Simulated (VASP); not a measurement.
A run of VASP 6.6.1 is set up as follows.

INCAR

```
ALGO = Normal
DIPOL = 0.5 0.5 0.500
EDIFF = 1E-6
ENCUT = 520
GGA = PE
IDIPOL = 3
ISIF = 2
ISMEAR = 0
IVDW = 12
LASPH = True
LCHARG = False
LDIPOL = True
LREAL = False
LWAVE = False
NBANDS = 12
NELM = 80
PREC = Accurate
SIGMA = 0.02
```

Contents of KPOINTS:

```
k-points
0
Gamma
  9 9 1
```

Contents of POSCAR:

```
As
1.0
    3.4630000000      0.0000000000      0.0000000000
   -1.7315000000      2.9990459733      0.0000000000
    0.0000000000      0.0000000000     28.5742413766
As
2
Direct
    0.3333333333      0.6666666667      0.4842865470
    0.6666666667      0.3333333333      0.5157134530
```

Potentials or basis: VASP PAW PBE potentials, release 64 (As).

Command:

```bash
$ cat potpaw_PBE.64/As/POTCAR > POTCAR
$ mpirun -np 1 vasp_std > vasp.out
```

(1) Estimate the band gap on the k mesh.

(2) Estimate the dispersion energy per atom.

## Answers

(1) zero (band 5 reaches -3.30 eV, above the bottom of band 6 at -3.41 eV).

(2) -0.232 eV.
